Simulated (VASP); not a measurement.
Write the native input for VASP 6.6.1 that does the following.

```yaml
Task: single point
Functional: PBE
Dispersion: D4
Potentials_or_basis: VASP PAW PBE potentials, release 64 (Hg, Te)
Cutoff: 520 eV
k_mesh: 7 × 7 × 7
Occupations: fermi-dirac, width 0.05 eV
Spin: no spin polarisation
Dipole_correction: no
Further_INCAR_settings: ALGO = Normal; EDIFF = 1e-07; NBANDS = 16
```

The structure of HgTe (Coloradoite) lies in POSCAR:

```
HgTe
1.0
    0.0000000000      3.2775454177      3.2775454177
    3.2775454177      0.0000000000      3.2775454177
    3.2775454177      3.2775454177      0.0000000000
Hg Te
1 1
Direct
    0.0000000000      0.0000000000      0.0000000000
    0.7500000000      0.7500000000      0.7500000000
```

One way to write it, as run:

INCAR

```
ALGO = Normal
EDIFF = 1E-7
ENCUT = 520
GGA = PE
ISIF = 2
ISMEAR = -1
IVDW = 13
LASPH = T
LCHARG = T
LELF = T
LREAL = F
LVHAR = T
LWAVE = F
NBANDS = 16
NELM = 100
PREC = Accurate
SIGMA = 0.05
```

KPOINTS

```
k-points
0
Gamma
  7 7 7
```

Potentials or basis: VASP PAW PBE potentials, release 64 (Hg, Te).

Run with:

```sh
$ cat potpaw_PBE.64/Hg/POTCAR potpaw_PBE.64/Te/POTCAR > POTCAR
$ mpirun -np 1 vasp_std > vasp.out
```

Results of the run:

| Quantity | Value |
| --- | --- |
| Pressure | -0.2 GPa |
| Band gap on the k mesh | zero (filled and empty bands touch) |
| Dispersion energy per atom | -0.365 eV |

Caveat: spin-orbit coupling is left out, which moves the levels of the heavy elements; pairwise dispersion overbinds metals, which lowers pressure and volume.

Wall time 18 s on 1 thread of AMD EPYC 9R45 (Zen 5), on a shared host, peak memory 0.18 GiB.
